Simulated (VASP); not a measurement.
# Cs (Immm) in VASP: further runs, part 2 of 2

VASP 6.6.1. The steps go on from the part before.

**4. Single point, PBE (uniaxial strain along a: +2.0 %, then relaxed in part)**

INCAR

```
SYSTEM = Cs
PREC = Accurate
ENCUT = 520
EDIFF = 1E-7
ISMEAR = 0
SIGMA = 0.1
LREAL = .FALSE.
LASPH = .TRUE.
NELM = 100
ALGO = Normal
ISIF = 2
LWAVE = .FALSE.
LCHARG = .TRUE.
GGA = PE
LELF = .TRUE.
LVHAR = .TRUE.
NBANDS = 16
```

KPOINTS

```
regular mesh
0
G
  8 8 6
  0 0 0
```

POSCAR

```
Cs
1.0
    5.5192519631      0.0000000000      0.0000000000
    0.0000000000      5.5663054271      0.0000000000
    0.0000000000      0.0000000000      7.6240848617
Cs
2
Direct
    0.0000000000      0.0000000000      0.0000000000
    0.5000000000      0.5000000000      0.5000000000
```

Potentials or basis: VASP PAW PBE potentials, release 64 (Cs_sv).

Run with:

```
$ cat potpaw_PBE.64/Cs_sv/POTCAR > POTCAR
$ mpirun -np 1 vasp_std > vasp.out
```

OUTCAR:

```text
SYSTEM = Cs
   PREC = Accurate
   ENCUT = 520
   EDIFF = 1E-7
   ISMEAR = 0
   LREAL = .FALSE.
   LASPH = .TRUE.
   NELM = 100
   ISIF = 2
   GGA = PE

 ion  position               nearest neighbor table
   1  0.000  0.000  0.000-
   2  0.500  0.500  0.500-

  LATTYP: Found a simple orthorhombic cell.
 ALAT       =     5.5192519631
 B/A-ratio  =     1.0085253336
 C/A-ratio  =     1.3813619876

  Lattice vectors:

 A1 = (   5.5192519631,   0.0000000000,   0.0000000000)
 A2 = (   0.0000000000,   5.5663054271,   0.0000000000)
 A3 = (   0.0000000000,   0.0000000000,   7.6240848617)

Analysis of symmetry for initial positions (statically):
=====================================================================
 Subroutine PRICEL returns following result:

  LATTYP: Found a body centered orthorhombic cell.
 ALAT       =     5.5192519631
 B/A-ratio  =     1.0085253336
 C/A-ratio  =     1.3813619876

  Lattice vectors:

 A1 = (  -2.7596259816,  -2.7831527135,  -3.8120424309)
 A2 = (   2.7596259816,   2.7831527135,  -3.8120424309)
 A3 = (   2.7596259816,  -2.7831527135,   3.8120424309)

   2 primitive cells build up your supercell.

 Routine SETGRP: Setting up the symmetry group for a
 simple orthorhombic supercell.

 Subroutine GETGRP returns: Found  8 space group operations
 (whereof  8 operations were pure point group operations)
 out of a pool of  8 trial point group operations.

The static configuration has the point symmetry D_2h.

Analysis of symmetry for dynamics (positions and initial velocities):
=====================================================================
 Subroutine PRICEL returns following result:

  LATTYP: Found a body centered orthorhombic cell.
 ALAT       =     5.5192519631
 B/A-ratio  =     1.0085253336
 C/A-ratio  =     1.3813619876

  Lattice vectors:

 A1 = (  -2.7596259816,  -2.7831527135,  -3.8120424309)
 A2 = (   2.7596259816,   2.7831527135,  -3.8120424309)
 A3 = (   2.7596259816,  -2.7831527135,   3.8120424309)

   2 primitive cells build up your supercell.

 Routine SETGRP: Setting up the symmetry group for a
 simple orthorhombic supercell.

 Subroutine GETGRP returns: Found  8 space group operations
 (whereof  8 operations were pure point group operations)
 out of a pool of  8 trial point group operations.

The dynamic configuration has the point symmetry D_2h.

 Subroutine INISYM returns: Found  8 space group operations
 (whereof  8 operations are pure point group operations),
 and found     2 'primitive' translations

----------------------------------------------------------------------------------------

                                     Primitive cell

  volume of cell :     117.1130

  direct lattice vectors                    reciprocal lattice vectors
    -2.759625982 -2.783152714 -3.812042431     0.000000000 -0.179652377 -0.131163283
     2.759625982  2.783152714 -3.812042431     0.181183973  0.000000000 -0.131163283
     2.759625982 -2.783152714  3.812042431     0.181183973 -0.179652377  0.000000000

  length of vectors
     5.467462124  5.467462124  5.467462124     0.222438268  0.223677086  0.255152128

  position of ions in fractional coordinates (direct lattice)
     0.000000000  0.000000000  0.000000000

  ion indices of the primitive-cell ions
   primitive index   ion index
                 1           1

----------------------------------------------------------------------------------------

 KPOINTS: regular mesh

Automatic generation of k-mesh.
 Grid dimensions read from file:
 generate k-points for:    8    8    6

 Generating k-lattice:

  Cartesian coordinates                     Fractional coordinates (reciprocal lattice)
     0.022647997  0.000000000  0.000000000     0.125000000  0.000000000  0.000000000
     0.000000000  0.022456547  0.000000000     0.000000000  0.125000000  0.000000000
     0.000000000  0.000000000  0.021860547     0.000000000  0.000000000  0.166666667

  Length of vectors
     0.022647997  0.022456547  0.021860547

  Shift w.r.t. Gamma in fractional coordinates (k-lattice)
     0.000000000  0.000000000  0.000000000

 Subroutine IBZKPT returns following result:
 ===========================================

 Found    100 irreducible k-points:

 Following reciprocal coordinates:
            Coordinates               Weight
  0.000000  0.000000  0.000000      1.000000
  0.125000  0.000000  0.000000      2.000000
  0.250000  0.000000  0.000000      2.000000
  0.375000  0.000000  0.000000      2.000000
  0.500000  0.000000  0.000000      1.000000
  0.000000  0.125000  0.000000      2.000000
[... 16 lines left out ...]
  0.250000  0.500000  0.000000      2.000000
  0.375000  0.500000  0.000000      2.000000
 [... further k-points ...]
   k-points           NKPTS =    100   k-points in BZ     NKDIM =    100   number of bands    NBANDS=     16
   number of dos      NEDOS =    301   number of ions     NIONS =      2
   total plane-waves  NPLWV = 105840
   dimension x,y,z NGX =    42 NGY =   42 NGZ =   60
   dimension x,y,z NGXF=    84 NGYF=   84 NGZF=  120
   ions per type =               2
   NGX,Y,Z   is equivalent  to a cutoff of  12.65, 12.54, 13.08 a.u.
   NGXF,Y,Z  is equivalent  to a cutoff of  25.30, 25.09, 26.17 a.u.
 SYSTEM =  Cs
   PREC   = accura    normal or accurate (medium, high low for compatibility)
   ISTART =      0    job   : 0-new  1-cont  2-samecut
   ICHARG =      2    charge: 1-file 2-atom 10-const
   ISPIN  =      1    spin polarized calculation?
   LNONCOLLINEAR =      F non collinear calculations
   LSORBIT =      F    spin-orbit coupling
   LASPH  =      T    aspherical Exc in radial PAW
   ENCUT  =  520.0 eV  38.22 Ry    6.18 a.u.  10.26 10.35 14.18*2*pi/ulx,y,z
   NELM   =    100;   NELMIN=  2; NELMDL= -5     # of ELM steps
   EDIFF  = 0.1E-06   stopping-criterion for ELM
   LREAL  =      F    real-space projection
   EDIFFG = 0.1E-05   stopping-criterion for IOM
   NSW    =      0    number of steps for IOM
   IBRION =     -1    ionic relax: 0-MD 1-quasi-New 2-CG
   NFREE  =      0    steps in history (QN), initial steepest desc. (CG)
   ISIF   =      2    stress and relaxation
   ISYM   =      2    0-nonsym 1-usesym 2-fastsym
   POTIM  = 0.5000    time-step for ionic-motion
   TEBEG  =    0.0;   TEEND  =   0.0 temperature during run
   PSTRESS=    0.0 pullay stress
   NELECT =      18.0000    total number of electrons
   NUPDOWN=      -1.0000    fix difference up-down
   EMIN   =  10.00;   EMAX   =-10.00  energy-range for DOS
   EFERMI =   0.00;   METHOD = LEGACY
   ISMEAR =     0;   SIGMA  =   0.10  broadening in eV -4-tet -1-fermi 0-gaus
   EFERMI_NEDOS =   21; number of points for ismear=-14 and -15
   IALGO  =     38    algorithm
   IMIX   =      4    mixing-type and parameters
     AMIX     =   0.40;   BMIX     =  1.00
     AMIX_MAG =   1.60;   BMIX_MAG =  1.00
  volume/ion in A,a.u.               =     117.11       790.32
  Fermi-wavevector in a.u.,A,eV,Ry     =   0.696018  1.315284  6.591227  0.484442
  Thomas-Fermi vector in A             =   1.778952
   LORBIT       =      0    0 simple, 1 ext, 2 COOP (PROOUT), +10 PAW based schemes
   GGA     = PE    functional components
   LHFCALC =     F    Hartree Fock is set to
   AEXX    =    0.0000 exact exchange contribution
   IVDW    =     0    specifies the selected vdW correction
   LEPSILON=     F    determine dielectric tensor
   LRPA    =     F    only Hartree local field effects (RPA)
 non-spin polarized calculation
 Gauss-broadening in eV      SIGMA  =   0.10
  energy-cutoff  :      520.00
  volume of cell :      234.23
 maximum number of plane-waves:      6336
 NGX is ok and might be reduce to    42
   NGX = 21   NGY = 21   NGZ = 29

 number of electron      17.9999998 magnetization

 Free energy of the ion-electron system (eV)
  ---------------------------------------------------
  ext. energy  EPLUGINS =         0.00000000
  ---------------------------------------------------
  free energy    TOTEN  =        -1.70733862 eV

  energy without entropy =       -1.69497888  energy(sigma->0) =       -1.70115875

 E-fermi :   0.3997     XC(G=0):  -5.3608

 val. band max:        0.3920487120   @ k =   0.5000   0.0000   0.5000
 cond. band min:       0.4216797002   @ k =   0.1250   0.5000   0.3333
 fundamental gap:      0.0296309882
 Fermi energy:         0.3997479285

 k-point     1 :       0.0000    0.0000    0.0000
  band No.  band energies     occupation
      1     -23.4544      2.00000
      2     -23.4466      2.00000
      3     -10.3221      2.00000
      4     -10.2536      2.00000
      5     -10.2510      2.00000
      6     -10.2024      2.00000
[... 433 lines left out ...]
      3     -10.3144      2.00000
      4     -10.3144      2.00000
      5     -10.2506      2.00000
      6     -10.2506      2.00000
[... 8 lines left out ...]
     15       3.7610      0.00000
     16       3.7610      0.00000

 [... further k-points ...]
[... 5 lines left out ...]
  --------------------------------------------------------------------------------------
  -------------------------------------------------------------------------------------
  Total        0.0182837     -0.0106237     -0.0092730      0.0000000      0.0000000      0.0000000
  in kB        0.1250659     -0.0726692     -0.0634303      0.0000000      0.0000000      0.0000000
  external PRESSURE =      -0.0036779 kB  Pullay stress =       0.0000000 kB

 VOLUME and BASIS-vectors are now :
 -----------------------------------------------------------------------------
  energy-cutoff  :      520.00
  volume of cell :      234.23
      direct lattice vectors                 reciprocal lattice vectors
     5.519251963  0.000000000  0.000000000     0.181183973  0.000000000  0.000000000
     0.000000000  5.566305427  0.000000000     0.000000000  0.179652377  0.000000000
     0.000000000  0.000000000  7.624084862     0.000000000  0.000000000  0.131163283

 POSITION                                       TOTAL-FORCE (eV/Angst)
 -----------------------------------------------------------------------------------
      0.00000      0.00000      0.00000         0.000000     -0.000000      0.000000
      2.75963      2.78315      3.81204         0.000000      0.000000     -0.000000
 -----------------------------------------------------------------------------------
    total drift:                                0.000000      0.000000     -0.000000

  FREE ENERGIE OF THE ION-ELECTRON SYSTEM (eV)
  ---------------------------------------------------
  free  energy   TOTEN  =        -1.7073386199 eV

  energy  without entropy=       -1.6949788765  energy(sigma->0) =       -1.70115875
```

OSZICAR:

```text
N       E                     dE             d eps       ncg     rms          rms(c)
DAV:   1     0.126979471658E+03    0.12698E+03   -0.58828E+03  3200   0.825E+02
DAV:   2     0.151898849188E+02   -0.11179E+03   -0.10737E+03  5072   0.145E+02
DAV:   3    -0.135020245797E+01   -0.16540E+02   -0.16471E+02  4120   0.581E+01
DAV:   4    -0.170175613605E+01   -0.35155E+00   -0.35150E+00  4144   0.995E+00
DAV:   5    -0.170438195921E+01   -0.26258E-02   -0.26257E-02  4344   0.867E-01    0.179E-01
DAV:   6    -0.170536854575E+01   -0.98659E-03   -0.28346E-03  4184   0.248E-01    0.123E-01
DAV:   7    -0.170709470270E+01   -0.17262E-02   -0.52399E-03  3776   0.341E-01    0.505E-02
DAV:   8    -0.170733602915E+01   -0.24133E-03   -0.30518E-04  4128   0.868E-02    0.992E-03
DAV:   9    -0.170733916945E+01   -0.31403E-05   -0.20839E-05  4264   0.210E-02    0.497E-03
DAV:  10    -0.170733848483E+01    0.68463E-06   -0.23882E-06  4152   0.554E-03    0.112E-03
DAV:  11    -0.170733826813E+01    0.21669E-06   -0.26116E-07  3544   0.272E-03    0.711E-04
DAV:  12    -0.170733859670E+01   -0.32856E-06   -0.36679E-08  2728   0.798E-04    0.157E-04
DAV:  13    -0.170733861986E+01   -0.23164E-07   -0.46081E-09  2432   0.344E-04
   1 F= -.17073386E+01 E0= -.17011587E+01  d E =-.123597E-01
```

stdout:

```text
POSCAR found type information on POSCAR Cs
 POSCAR found :  1 types and       2 ions
 scaLAPACK will be used
 LDA part: xc-table for (Slater+PW92), standard interpolation
 POSCAR, INCAR and KPOINTS ok, starting setup
 FFT: planning ... GRIDC
 FFT: planning ... GRID_SOFT
 FFT: planning ... GRID
 WAVECAR not read
 entering main loop
```

It took 2.3 min on 1 thread of Intel Xeon 6975P-C (Granite Rapids), shared host; peak memory 0.5 GiB.

Results:

```
Free energy            : -1.7073 eV
Pressure               : 0.0 GPa
Band gap on the k mesh : zero (band 9 reaches 1.18 eV, above the bottom of band 10 at -0.43 eV)
```

Caveat: the cell differs from its parent crystal (uniaxial strain along a: +2.0 %, then relaxed in part); spin-orbit coupling is left out, which moves the levels of the heavy elements.

**5. Overview**

```tsv
cell	gap on the mesh (eV)	pressure (GPa)
a = 5.303, b = 5.476, c = 8.010 Å, 2 atoms	none	0.0
a = 5.303, b = 5.438, c = 8.019 Å, 2 atoms	none	0.0
a = 5.519, b = 5.566, c = 7.624 Å, 2 atoms	none	0.0
```

Alike in all rows: task single point; level PBE; potentials or basis VASP PAW PBE potentials, release 64 (Cs_sv); no spin polarisation; k mesh 8 × 8 × 6; cutoff (eV) 520; smearing gaussian 0.1 eV.

Caveats: spin-orbit coupling is left out, which moves the levels of the heavy elements.

Absolute energies hang on the potentials; compare differences alone.
